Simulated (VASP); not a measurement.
# FeO (Wuestite) (Fm-3m) in VASP: a series of runs

The runs below take FeO (Wuestite) through single point, with PBE.

Everything below comes from runs of VASP 6.6.1. Logs are shortened: lines on timing, memory, paths and dates and some standing lists are left out, and cuts for length are marked.

**Experimental background.**

From “W\"ustite: Electric, thermodynamic and optical properties of FeO”, 2012, arxiv:1203.1201, for a bulk crystal of FeO: band gap 2.4 eV (optical).

The results are compared with them further down.

## 1. The cell of the first run

The structure is cubic, space group Fm-3m (No. 225). The conventional cell has a = 4.311 Å, b = 4.311 Å, c = 4.311 Å, α = 90.00°, β = 90.00°, γ = 90.00°. Within 2.9 Å of Fe (site symmetry m-3m) lie 6 O at 2.16 Å. Within 2.9 Å of O (site symmetry m-3m) lie 6 Fe at 2.16 Å.

## 2. Single point, PBE, collinear spin, ferromagnetic start

Contents of INCAR:

```
ALGO = Normal
EDIFF = 1E-6
ENCUT = 520
GGA = PE
ISIF = 2
ISMEAR = 0
ISPIN = 2
LASPH = True
LCHARG = True
LELF = True
LMAXMIX = 4
LORBIT = 11
LREAL = False
LVHAR = True
LWAVE = False
MAGMOM = 3 0
NBANDS = 18
NELM = 150
PREC = Accurate
SIGMA = 0.018000000000000002
```

Contents of KPOINTS:

```
k-points
0
Gamma
  11 11 11
```

Contents of POSCAR:

```
FeO
1.0
    0.0000000000      2.1554000000      2.1554000000
    2.1554000000      0.0000000000      2.1554000000
    2.1554000000      2.1554000000      0.0000000000
Fe O
1 1
Direct
    0.0000000000      0.0000000000      0.0000000000
    0.5000000000      0.5000000000      0.5000000000
```

Potentials or basis: VASP PAW PBE potentials, release 64 (Fe, O).

On the command line:

```bash
cat potpaw_PBE.64/Fe/POTCAR potpaw_PBE.64/O/POTCAR > POTCAR
mpirun -np 1 vasp_std > vasp.out
```

OUTCAR:

```text
EDIFF = 1E-6
   ENCUT = 520
   GGA = PE
   ISIF = 2
   ISMEAR = 0
   ISPIN = 2
   LASPH = True
   LORBIT = 11
   LREAL = False
   NELM = 150
   PREC = Accurate

 ion  position               nearest neighbor table
   1  0.000  0.000  0.000-   2 2.16   2 2.16   2 2.16   2 2.16   2 2.16   2 2.16
   2  0.500  0.500  0.500-   1 2.16   1 2.16   1 2.16   1 2.16   1 2.16   1 2.16

  LATTYP: Found a face centered cubic cell.
 ALAT       =     4.3108000000

  Lattice vectors:

 A1 = (   0.0000000000,   2.1554000000,   2.1554000000)
 A2 = (   2.1554000000,   0.0000000000,   2.1554000000)
 A3 = (   2.1554000000,   2.1554000000,   0.0000000000)

Analysis of symmetry for initial positions (statically):
=====================================================================
 Subroutine PRICEL returns:
 Original cell was already a primitive cell.

 Routine SETGRP: Setting up the symmetry group for a
 face centered cubic supercell.

 Subroutine GETGRP returns: Found 48 space group operations
 (whereof 48 operations were pure point group operations)
 out of a pool of 48 trial point group operations.

The static configuration has the point symmetry O_h .

Analysis of symmetry for dynamics (positions and initial velocities):
=====================================================================
 Subroutine PRICEL returns:
 Original cell was already a primitive cell.

 Routine SETGRP: Setting up the symmetry group for a
 face centered cubic supercell.

 Subroutine GETGRP returns: Found 48 space group operations
 (whereof 48 operations were pure point group operations)
 out of a pool of 48 trial point group operations.

The dynamic configuration has the point symmetry O_h .

Analysis of structural, dynamic, and magnetic symmetry:
=====================================================================
 Subroutine PRICEL returns:
 Original cell was already a primitive cell.

 Routine SETGRP: Setting up the symmetry group for a
 face centered cubic supercell.

 Subroutine GETGRP returns: Found 48 space group operations
 (whereof 48 operations were pure point group operations)
 out of a pool of 48 trial point group operations.

The overall configuration has the point symmetry O_h .

 Subroutine INISYM returns: Found 48 space group operations
 (whereof 48 operations are pure point group operations),
 and found     1 'primitive' translations

----------------------------------------------------------------------------------------

                                     Primitive cell

[... 107 lines left out ...]
   IALGO  =     38    algorithm
   IMIX   =      4    mixing-type and parameters
     AMIX     =   0.40;   BMIX     =  1.00
     AMIX_MAG =   1.60;   BMIX_MAG =  1.00
  volume/ion in A,a.u.               =      10.01        67.57
  Fermi-wavevector in a.u.,A,eV,Ry     =   1.452935  2.745650 28.722187  2.111021
  Thomas-Fermi vector in A             =   2.570260
   LORBIT       =     11    0 simple, 1 ext, 2 COOP (PROOUT), +10 PAW based schemes
   GGA     = PE    functional components
   LHFCALC =     F    Hartree Fock is set to
   AEXX    =    0.0000 exact exchange contribution
   IVDW    =     0    specifies the selected vdW correction
   LEPSILON=     F    determine dielectric tensor
   LRPA    =     F    only Hartree local field effects (RPA)
 spin polarized calculation
 Gauss-broadening in eV      SIGMA  =   0.02
  energy-cutoff  :      520.00
  volume of cell :       20.03
 maximum number of plane-waves:       556
   NGX = 11   NGY = 11   NGZ = 11

 number of electron      13.9999999 magnetization       3.9996550

 Free energy of the ion-electron system (eV)
  ---------------------------------------------------
  ext. energy  EPLUGINS =         0.00000000
  ---------------------------------------------------
  free energy    TOTEN  =       -14.92969092 eV

  energy without entropy =      -14.92931130  energy(sigma->0) =      -14.92950111

 E-fermi :   6.2021     XC(G=0): -12.1641

 val. band max:        6.1992808987   @ k =  -0.3636   0.2727   0.0909
 cond. band min:       6.2117363632   @ k =  -0.1818   0.0909   0.0000
 fundamental gap:      0.0124554645
 Fermi energy:         6.2021346627

 spin component 1

 k-point     1 :       0.0000    0.0000    0.0000
  band No.  band energies     occupation
      1     -14.5198      1.00000
      2       2.3267      1.00000
      3       2.3267      1.00000
      4       2.3267      1.00000
      5       2.4054      1.00000
      6       2.4054      1.00000
[... 493 lines left out ...]
     17      32.7140      0.00000
     18      34.4739      0.00000

 [... further k-points ...]

 spin component 2

 k-point     1 :       0.0000    0.0000    0.0000
  band No.  band energies     occupation
      1     -13.9876      1.00000
      2       2.9633      1.00000
      3       2.9633      1.00000
      4       2.9633      1.00000
      5       5.4658      1.00000
      6       5.4660      1.00000
[... 493 lines left out ...]
     17      33.4969      0.00000
     18      35.2270      0.00000

 [... further k-points ...]
[... 5 lines left out ...]
  --------------------------------------------------------------------------------------
  -------------------------------------------------------------------------------------
  Total       -0.0286793     -0.0286793     -0.0286793     -0.0000000     -0.0000000      0.0000000
  in kB       -2.2943813     -2.2943813     -2.2943813     -0.0000000     -0.0000000      0.0000000
  external PRESSURE =      -2.2943813 kB  Pullay stress =       0.0000000 kB

 VOLUME and BASIS-vectors are now :
 -----------------------------------------------------------------------------
  energy-cutoff  :      520.00
  volume of cell :       20.03
      direct lattice vectors                 reciprocal lattice vectors
     0.000000000  2.155400000  2.155400000    -0.231975503  0.231975503  0.231975503
     2.155400000  0.000000000  2.155400000     0.231975503 -0.231975503  0.231975503
     2.155400000  2.155400000  0.000000000     0.231975503  0.231975503 -0.231975503

 POSITION                                       TOTAL-FORCE (eV/Angst)
 -----------------------------------------------------------------------------------
      0.00000      0.00000      0.00000        -0.000000     -0.000000      0.000000
      2.15540      2.15540      2.15540         0.000000      0.000000      0.000000
 -----------------------------------------------------------------------------------
    total drift:                                0.000000     -0.000000      0.000000

  FREE ENERGIE OF THE ION-ELECTRON SYSTEM (eV)
  ---------------------------------------------------
  free  energy   TOTEN  =       -14.9296909245 eV

  energy  without entropy=      -14.9293113014  energy(sigma->0) =      -14.92950111

 total charge

# of ion       s       p       d       tot
------------------------------------------
    1        0.287   0.358   6.086   6.731
    2        1.556   3.438   0.000   4.994
--------------------------------------------------
tot          1.844   3.796   6.086  11.725

 magnetization (x)

# of ion       s       p       d       tot
------------------------------------------
    1        0.027   0.021   3.571   3.619
    2        0.030   0.272   0.000   0.301
--------------------------------------------------
tot          0.057   0.293   3.571   3.920
```

OSZICAR:

```text
N       E                     dE             d eps       ncg     rms          rms(c)
DAV:   1     0.666731286139E+02    0.66673E+02   -0.67013E+03  4392   0.899E+02
DAV:   2    -0.130315966835E+02   -0.79705E+02   -0.68094E+02  4124   0.203E+02
DAV:   3    -0.173201908873E+02   -0.42886E+01   -0.42029E+01  4658   0.507E+01
DAV:   4    -0.173509342332E+02   -0.30743E-01   -0.30725E-01  4982   0.408E+00
DAV:   5    -0.173511353688E+02   -0.20114E-03   -0.20113E-03  4710   0.344E-01    0.177E+01
DAV:   6    -0.155507511485E+02    0.18004E+01   -0.14911E+01  5330   0.554E+01    0.200E+01
DAV:   7    -0.149650499910E+02    0.58570E+00   -0.28173E+00  5222   0.323E+01    0.943E+00
DAV:   8    -0.149478831778E+02    0.17167E-01   -0.15897E-01  4906   0.393E+00    0.531E+00
DAV:   9    -0.149323350267E+02    0.15548E-01   -0.60601E-02  6428   0.380E+00    0.100E+00
DAV:  10    -0.149294538352E+02    0.28812E-02   -0.16386E-02  5582   0.262E+00    0.141E-01
DAV:  11    -0.149296688992E+02   -0.21506E-03   -0.21382E-03  5080   0.415E-01    0.630E-02
DAV:  12    -0.149296732520E+02   -0.43528E-05   -0.34802E-05  5244   0.596E-02    0.414E-02
DAV:  13    -0.149296891996E+02   -0.15948E-04   -0.24840E-05  5374   0.552E-02    0.138E-02
DAV:  14    -0.149296911836E+02   -0.19840E-05   -0.28174E-06  4398   0.146E-02    0.628E-03
DAV:  15    -0.149296909245E+02    0.25915E-06   -0.34364E-07  2360   0.563E-03
   1 F= -.14929691E+02 E0= -.14929501E+02  d E =-.379623E-03  mag=     4.0000
```

stdout:

```text
POSCAR found type information on POSCAR FeO
 POSCAR found :  2 types and       2 ions
 scaLAPACK will be used
 LDA part: xc-table for (Slater+PW92), standard interpolation
 POSCAR, INCAR and KPOINTS ok, starting setup
 FFT: planning ... GRIDC
 FFT: planning ... GRID_SOFT
 FFT: planning ... GRID
 WAVECAR not read
 entering main loop
```

It took 79 s on 1 thread of AMD EPYC 7R13, shared host; peak memory 0.14 GiB.

Results:

```
Free energy                                           : -14.9297 eV
Pressure                                              : -0.2 GPa
Band gap on the k mesh                                : zero (filled and empty bands overlap)
Net moment                                            : 4.00 μB per cell
Site moments                                          : Fe +3.62; O +0.30 μB
Valence electrons inside the program's atomic spheres : Fe 6.73; O 4.99
```

Caveat: a cell with one magnetic atom can't hold antiferromagnetic order, which such compounds often take; semilocal functionals often make such compounds metallic where correlation or magnetic order opens a gap, which also shifts bond lengths.

[end of part 1 of 2]
